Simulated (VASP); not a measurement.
Runs of VASP 6.6.1 on BN. The structure is that of space group R3m (No. 160), or close to it. The cells are those of the table. 

```csv
cell,gap on the mesh (eV),pressure (GPa),largest force (eV/Å)
"a = 3.702 Å, angles 39.9°, 2 atoms",4.77,(b),0.01
"a = 3.765 Å, angles 39.9°, 2 atoms",4.70,-17.3,0.01
"a = 3.733 Å, angles 39.9°, 2 atoms",4.73,-12.5,0.01
"a = 3.636 Å, angles 39.9°, 2 atoms",(c),(a),0.01
"a = 3.603 Å, angles 39.9°, 2 atoms",4.86,13.8,-
"a = 3.569 Å, angles 39.9°, 2 atoms",4.89,22.6,-
"a = 3.669 Å, angles 39.9°, 2 atoms",(d),-0.9,0.01
```

Alike in all rows: task single point; level r2SCAN+D4; potentials or basis VASP PAW PBE potentials, release 64 (B, N); no spin polarisation; k mesh 10 × 10 × 10; cutoff (eV) 520; smearing gaussian 0.01 eV.

Question: Estimate the missing entries.

Answer: (a) 6.0; (b) -7.0; (c) 4.83; (d) 4.80.

Caveats: the PAW data sets were made with another functional, which shifts forces and pressure a little.

A k mesh can miss the band edges.
